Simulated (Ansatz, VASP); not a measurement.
Pd in VASP and in Ansatz

```xyz
1
Lattice="0.0000 1.9375 1.9375 1.9375 0.0000 1.9375 1.9375 1.9375 0.0000" Properties=species:S:1:pos:R:3 pbc="T T T"
Pd    0.0000    0.0000    0.0000
```

Alike in both runs: functional PBEsol; k mesh 18 × 18 × 18; occupations gaussian, width 0.1 eV; no spin polarisation.

Ansatz relaxed the structure, and its values are those at the end. VASP's run is a single point on that final structure, the one shown.

|  | VASP | Ansatz |
| --- | --- | --- |
| version | VASP 6.6.1 | Ansatz 0.2.0 |
| potentials or method | VASP PAW PBE potentials, release 64 (Pd), cutoff 520 eV | scalar-relativistic, plane waves, PAW |
| valence electrons in the cell | 10 | 18 |

Ansatz gave:

| Property | Result |
| --- | --- |
| gap on the k mesh at the Fermi level (eV) | none |
| pressure (GPa) | 0.0 |

Problem. Which values does VASP return?

Solution. gap on the k mesh at the Fermi level (eV): none; pressure (GPa): -0.3.

VASP's potentials were made for PBE, not for PBEsol. A gap of «none» marks a metal or a gap that the smearing closes. The functional is the same, so the differences come from potentials, cutoffs and numerics. VASP's potentials hold 10 valence electrons a cell and Ansatz's 18, so a difference there can come from the potentials and not from the codes.
